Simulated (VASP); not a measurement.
# NaCl (Fm-3m) in VASP: further runs

Aim: see how the results for NaCl move with the level of theory and the settings. Levels: PBEsol, r2SCAN. Tasks: single point.

Everything below comes from runs of VASP 6.6.1. Logs are shortened: lines on timing, memory, paths and dates and some standing lists are left out, and cuts for length are marked.

## 1. The cell of the first run

Symmetry: Fm-3m, No. 225, cubic system. The conventional cell has a = 5.600 Å, b = 5.600 Å, c = 5.600 Å, α = 90.00°, β = 90.00°, γ = 90.00°. Within 3.7 Å of Na (site symmetry m-3m) lie 6 Cl at 2.80 Å. Cl (site symmetry m-3m) has 6 Na at 2.80 Å within 3.7 Å.

## 2. Single point, PBEsol

File INCAR:

```
SYSTEM = NaCl
  ALGO = Normal
  EDIFF = 1E-6
  ENCUT = 520
  GGA = PS
  ISIF = 2
  ISMEAR = -1
  LASPH = .TRUE.
  LCHARG = .FALSE.
  LREAL = .FALSE.
  LWAVE = .FALSE.
  NBANDS = 14
  NELM = 60
  PREC = Accurate
  SIGMA = 0.05
```

File KPOINTS:

```
k-points
0
G
  7 7 7
  0 0 0
```

File POSCAR:

```
NaCl
1.0
    0.0000000000      2.8000000000      2.8000000000
    2.8000000000      0.0000000000      2.8000000000
    2.8000000000      2.8000000000      0.0000000000
Na Cl
1 1
Direct
    0.0000000000      0.0000000000      0.0000000000
    0.5000000000      0.5000000000      0.5000000000
```

Potentials or basis: VASP PAW PBE potentials, release 64 (Na_pv, Cl).

Run with:

```bash
> cat potpaw_PBE.64/Na_pv/POTCAR potpaw_PBE.64/Cl/POTCAR > POTCAR
> mpirun -np 1 vasp_std > vasp.out
```

OUTCAR:

```text
SYSTEM = NaCl
   EDIFF = 1E-6
   ENCUT = 520
   GGA = PS
   ISIF = 2
   ISMEAR = -1
   LASPH = .TRUE.
   LREAL = .FALSE.
   NELM = 60
   PREC = Accurate

 ion  position               nearest neighbor table
   1  0.000  0.000  0.000-
   2  0.500  0.500  0.500-

  LATTYP: Found a face centered cubic cell.
 ALAT       =     5.6000000000

  Lattice vectors:

 A1 = (   0.0000000000,   2.8000000000,   2.8000000000)
 A2 = (   2.8000000000,   0.0000000000,   2.8000000000)
 A3 = (   2.8000000000,   2.8000000000,   0.0000000000)

Analysis of symmetry for initial positions (statically):
=====================================================================
 Subroutine PRICEL returns:
 Original cell was already a primitive cell.

 Routine SETGRP: Setting up the symmetry group for a
 face centered cubic supercell.

 Subroutine GETGRP returns: Found 48 space group operations
 (whereof 48 operations were pure point group operations)
 out of a pool of 48 trial point group operations.

The static configuration has the point symmetry O_h .

Analysis of symmetry for dynamics (positions and initial velocities):
=====================================================================
 Subroutine PRICEL returns:
 Original cell was already a primitive cell.

 Routine SETGRP: Setting up the symmetry group for a
 face centered cubic supercell.

 Subroutine GETGRP returns: Found 48 space group operations
 (whereof 48 operations were pure point group operations)
 out of a pool of 48 trial point group operations.

The dynamic configuration has the point symmetry O_h .

 Subroutine INISYM returns: Found 48 space group operations
 (whereof 48 operations are pure point group operations),
 and found     1 'primitive' translations

----------------------------------------------------------------------------------------

                                     Primitive cell

  volume of cell :      43.9040

  direct lattice vectors                    reciprocal lattice vectors
     0.000000000  2.800000000  2.800000000    -0.178571429  0.178571429  0.178571429
     2.800000000  0.000000000  2.800000000     0.178571429 -0.178571429  0.178571429
     2.800000000  2.800000000  0.000000000     0.178571429  0.178571429 -0.178571429

  length of vectors
     3.959797975  3.959797975  3.959797975     0.309294787  0.309294787  0.309294787

  position of ions in fractional coordinates (direct lattice)
     0.000000000  0.000000000  0.000000000
     0.500000000  0.500000000  0.500000000

  ion indices of the primitive-cell ions
   primitive index   ion index
                 1           1
                 2           2

----------------------------------------------------------------------------------------

 KPOINTS: k-points

Automatic generation of k-mesh.
 Grid dimensions read from file:
 generate k-points for:    7    7    7

 Generating k-lattice:

  Cartesian coordinates                     Fractional coordinates (reciprocal lattice)
    -0.025510204  0.025510204  0.025510204     0.142857143  0.000000000  0.000000000
     0.025510204 -0.025510204  0.025510204     0.000000000  0.142857143  0.000000000
     0.025510204  0.025510204 -0.025510204     0.000000000  0.000000000  0.142857143

  Length of vectors
     0.044184970  0.044184970  0.044184970

  Shift w.r.t. Gamma in fractional coordinates (k-lattice)
     0.000000000  0.000000000  0.000000000

 Subroutine IBZKPT returns following result:
 ===========================================

 Found     20 irreducible k-points:

 Following reciprocal coordinates:
            Coordinates               Weight
  0.000000  0.000000  0.000000      1.000000
  0.142857  0.000000  0.000000      8.000000
  0.285714  0.000000  0.000000      8.000000
  0.428571  0.000000  0.000000      8.000000
  0.142857  0.142857  0.000000      6.000000
  0.285714  0.142857  0.000000     24.000000
[... 12 lines left out ...]
 -0.428571  0.428571  0.142857     24.000000
 -0.285714  0.428571  0.142857     24.000000
   k-points           NKPTS =     20   k-points in BZ     NKDIM =     20   number of bands    NBANDS=     14
   number of dos      NEDOS =    301   number of ions     NIONS =      2
   total plane-waves  NPLWV =  27000
   dimension x,y,z NGX =    30 NGY =   30 NGZ =   30
   dimension x,y,z NGXF=    60 NGYF=   60 NGZF=   60
   ions per type =               1   1
   NGX,Y,Z   is equivalent  to a cutoff of  12.60, 12.60, 12.60 a.u.
   NGXF,Y,Z  is equivalent  to a cutoff of  25.19, 25.19, 25.19 a.u.
 SYSTEM =  NaCl
   PREC   = accura    normal or accurate (medium, high low for compatibility)
   ISTART =      0    job   : 0-new  1-cont  2-samecut
   ICHARG =      2    charge: 1-file 2-atom 10-const
   ISPIN  =      1    spin polarized calculation?
   LNONCOLLINEAR =      F non collinear calculations
   LSORBIT =      F    spin-orbit coupling
   LASPH  =      T    aspherical Exc in radial PAW
   ENCUT  =  520.0 eV  38.22 Ry    6.18 a.u.   7.36  7.36  7.36*2*pi/ulx,y,z
   NELM   =     60;   NELMIN=  2; NELMDL= -5     # of ELM steps
   EDIFF  = 0.1E-05   stopping-criterion for ELM
   LREAL  =      F    real-space projection
   EDIFFG = 0.1E-04   stopping-criterion for IOM
   NSW    =      0    number of steps for IOM
   IBRION =     -1    ionic relax: 0-MD 1-quasi-New 2-CG
   NFREE  =      0    steps in history (QN), initial steepest desc. (CG)
   ISIF   =      2    stress and relaxation
   ISYM   =      2    0-nonsym 1-usesym 2-fastsym
   POTIM  = 0.5000    time-step for ionic-motion
   TEBEG  =    0.0;   TEEND  =   0.0 temperature during run
   PSTRESS=    0.0 pullay stress
   NELECT =      14.0000    total number of electrons
   NUPDOWN=      -1.0000    fix difference up-down
   EMIN   =  10.00;   EMAX   =-10.00  energy-range for DOS
   EFERMI =   0.00;   METHOD = LEGACY
   ISMEAR =    -1;   SIGMA  =   0.05  broadening in eV -4-tet -1-fermi 0-gaus
   EFERMI_NEDOS =   21; number of points for ismear=-14 and -15
   IALGO  =     38    algorithm
   IMIX   =      4    mixing-type and parameters
     AMIX     =   0.40;   BMIX     =  1.00
     AMIX_MAG =   1.60;   BMIX_MAG =  1.00
  volume/ion in A,a.u.               =      21.95       148.14
  Fermi-wavevector in a.u.,A,eV,Ry     =   1.118449  2.113562 17.019908  1.250928
  Thomas-Fermi vector in A             =   2.255080
   LORBIT       =      0    0 simple, 1 ext, 2 COOP (PROOUT), +10 PAW based schemes
   GGA     = PS    functional components
   LHFCALC =     F    Hartree Fock is set to
   AEXX    =    0.0000 exact exchange contribution
   IVDW    =     0    specifies the selected vdW correction
   LEPSILON=     F    determine dielectric tensor
   LRPA    =     F    only Hartree local field effects (RPA)
 non-spin polarized calculation
  energy-cutoff  :      520.00
  volume of cell :       43.90
 maximum number of plane-waves:      1243
 NGX is ok and might be reduce to    30
   NGX = 15   NGY = 15   NGZ = 15

 number of electron      14.0000004 magnetization

 Free energy of the ion-electron system (eV)
  ---------------------------------------------------
  ext. energy  EPLUGINS =         0.00000000
  ---------------------------------------------------
  free energy    TOTEN  =        -6.99826248 eV

  energy without entropy =       -6.99826248  energy(sigma->0) =       -6.99826248

 E-fermi :   0.4581     XC(G=0):  -8.4280

 val. band max:       -0.6604447753   @ k =   0.0000   0.0000   0.0000
 cond. band min:       4.3501975287   @ k =   0.0000   0.0000   0.0000
 fundamental gap:      5.0106423040
 Fermi energy:         0.4581008802

 k-point     1 :       0.0000    0.0000    0.0000
  band No.  band energies     occupation
      1     -21.2723      2.00000
      2     -21.2723      2.00000
      3     -21.2723      2.00000
      4     -13.3543      2.00000
      5      -0.6604      2.00000
      6      -0.6604      2.00000
      7      -0.6604      2.00000
      8       4.3502      0.00000
      9      10.3573      0.00000
     10      10.3573      0.00000
     11      10.3573      0.00000
     12      12.6062      0.00000
     13      12.6062      0.00000
     14      14.0144      0.00000

 k-point     2 :       0.1429    0.0000    0.0000
  band No.  band energies     occupation
      1     -21.2788      2.00000
      2     -21.2728      2.00000
      3     -21.2728      2.00000
      4     -13.2883      2.00000
      5      -1.1568      2.00000
      6      -0.7162      2.00000
      7      -0.7162      2.00000
      8       4.9977      0.00000
      9       9.6794      0.00000
     10      10.6012      0.00000
     11      10.6012      0.00000
     12      12.3032      0.00000
     13      12.3032      0.00000
     14      15.1447      0.00000

 k-point     3 :       0.2857    0.0000    0.0000
  band No.  band energies     occupation
      1     -21.2932      2.00000
      2     -21.2738      2.00000
      3     -21.2738      2.00000
      4     -13.1343      2.00000
      5      -2.0361      2.00000
      6      -0.8366      2.00000
      7      -0.8366      2.00000
      8       6.0656      0.00000
      9       9.2470      0.00000
     10      10.5980      0.00000
     11      10.5980      0.00000
     12      12.8500      0.00000
     13      12.8500      0.00000
     14      14.7951      0.00000
[... 256 lines left out ...]
 k-point    19 :      -0.4286    0.4286    0.1429
  band No.  band energies     occupation
      1     -21.2935      2.00000
      2     -21.2836      2.00000
      3     -21.2817      2.00000
      4     -12.9382      2.00000
      5      -2.2490      2.00000
      6      -1.5167      2.00000
      7      -1.3324      2.00000
      8       7.5860      0.00000
      9       7.9305      0.00000
     10       9.6487      0.00000
     11      11.9273      0.00000
     12      13.9771      0.00000
     13      15.3665      0.00000
     14      16.1344      0.00000

 k-point    20 :      -0.2857    0.4286    0.1429
  band No.  band energies     occupation
      1     -21.2902      2.00000
      2     -21.2894      2.00000
      3     -21.2809      2.00000
      4     -12.9223      2.00000
      5      -2.0018      2.00000
      6      -1.9325      2.00000
      7      -1.3142      2.00000
      8       8.0620      0.00000
      9       8.5420      0.00000
     10       9.2874      0.00000
     11      11.0634      0.00000
     12      14.0133      0.00000
     13      14.7503      0.00000
     14      16.6454      0.00000

------------------------ aborting loop because EDIFF is reached ----------------------------------------

  FORCE on cell =-STRESS in cart. coord.  units (eV):
  Direction    XX          YY          ZZ          XY          YZ          ZX
  --------------------------------------------------------------------------------------
  -------------------------------------------------------------------------------------
  Total        0.0139822      0.0139822      0.0139822      0.0000000      0.0000000      0.0000000
  in kB        0.5102471      0.5102471      0.5102471      0.0000000      0.0000000      0.0000000
  external PRESSURE =       0.5102471 kB  Pullay stress =       0.0000000 kB

 VOLUME and BASIS-vectors are now :
 -----------------------------------------------------------------------------
  energy-cutoff  :      520.00
  volume of cell :       43.90
      direct lattice vectors                 reciprocal lattice vectors
     0.000000000  2.800000000  2.800000000    -0.178571429  0.178571429  0.178571429
     2.800000000  0.000000000  2.800000000     0.178571429 -0.178571429  0.178571429
     2.800000000  2.800000000  0.000000000     0.178571429  0.178571429 -0.178571429

 POSITION                                       TOTAL-FORCE (eV/Angst)
 -----------------------------------------------------------------------------------
      0.00000      0.00000      0.00000        -0.000000     -0.000000     -0.000000
      2.80000      2.80000      2.80000         0.000000      0.000000      0.000000
 -----------------------------------------------------------------------------------
    total drift:                               -0.000000      0.000000      0.000000

  FREE ENERGIE OF THE ION-ELECTRON SYSTEM (eV)
  ---------------------------------------------------
  free  energy   TOTEN  =        -6.9982624841 eV

  energy  without entropy=       -6.9982624841  energy(sigma->0) =       -6.99826248
```

Wall time 13 s (1 thread of AMD EPYC 7R13 (Zen 3), shared host); peak memory 0.13 GiB.

What came out:

- Free energy: -6.9983 eV
- Pressure: 0.1 GPa
- Band gap on the k mesh: 5.01 eV, direct

Levels at points of the mesh, in eV from the valence-band top:
```
           k point  band 3  band 4  band 5  band 6  band 7  band 8  band 9  band 10  band 11  band 12
(0.00, 0.00, 0.00)  -20.61  -12.69    0.00    0.00    0.00    5.01   11.02    11.02    11.02    13.27
```

Caveat: the PAW data sets were made with another functional, which shifts forces and pressure a little. As with any semilocal functional, this PBEsol gap is likely too small.

## 3. Single point, r2SCAN

POSCAR is that of step 2.

File INCAR.step1:

```
ALGO     = Normal         # electronic algorithm
EDIFF    = 1E-4           # SCF threshold, eV
ENCUT    = 520            # plane-wave cutoff, eV
GGA      = PE             # functional
ISMEAR   = -1             # smearing method
LASPH    = T              # aspherical terms in the spheres
LCHARG   = F              # write CHGCAR
LREAL    = F              # projectors in reciprocal space
LWAVE    = T              # write WAVECAR
NBANDS   = 14             # bands
NELM     = 80             # most SCF steps
PREC     = Accurate       # precision mode
SIGMA    = 0.05           # smearing width, eV
```

File INCAR.step2:

```
ALGO     = Normal         # electronic algorithm
EDIFF    = 1E-7           # SCF threshold, eV
ENCUT    = 520            # plane-wave cutoff, eV
ISIF     = 2              # what is computed and relaxed
ISMEAR   = -1             # smearing method
ISTART   = 1            
LASPH    = T              # aspherical terms in the spheres
LCHARG   = T              # write CHGCAR
LELF     = T              # ELF
LMIXTAU  = T            
LREAL    = F              # projectors in reciprocal space
LVHAR    = T            
LWAVE    = F              # write WAVECAR
METAGGA  = R2SCAN         # meta-GGA
NBANDS   = 14             # bands
NELM     = 80             # most SCF steps
PREC     = Accurate       # precision mode
SIGMA    = 0.05           # smearing width, eV
```

File KPOINTS:

```
k-points
0
Gamma
  7 7 7
```

Potentials or basis: VASP PAW PBE potentials, release 64 (Na_pv, Cl).

Run with:

```bash
> cat potpaw_PBE.64/Na_pv/POTCAR potpaw_PBE.64/Cl/POTCAR > POTCAR
> cp INCAR.step1 INCAR
> mpirun -np 1 vasp_std > vasp.out
> cp INCAR.step2 INCAR
> mpirun -np 1 vasp_std > vasp.out
```

Run time: 60 s. Hardware: 1 thread of AMD EPYC 7R13 (Zen 3), shared host; peak memory 0.13 GiB.

It converged, with:

```yaml
Free_energy: -13.7902 eV
Pressure: -0.1 GPa
Band_gap_on_the_k_mesh: 6.01 eV, direct
```

Levels at points of the mesh, in eV from the valence-band top:
| k point | band 4 | band 5 | band 6 | band 7 | band 8 | band 9 | band 10 | band 11 |
| --- | --- | --- | --- | --- | --- | --- | --- | --- |
| (0.00, 0.00, 0.00) | -13.27 | 0.00 | 0.00 | 0.00 | 6.01 | 11.78 | 11.78 | 11.78 |

Caveat: the PAW data sets were made with another functional, which shifts forces and pressure a little.
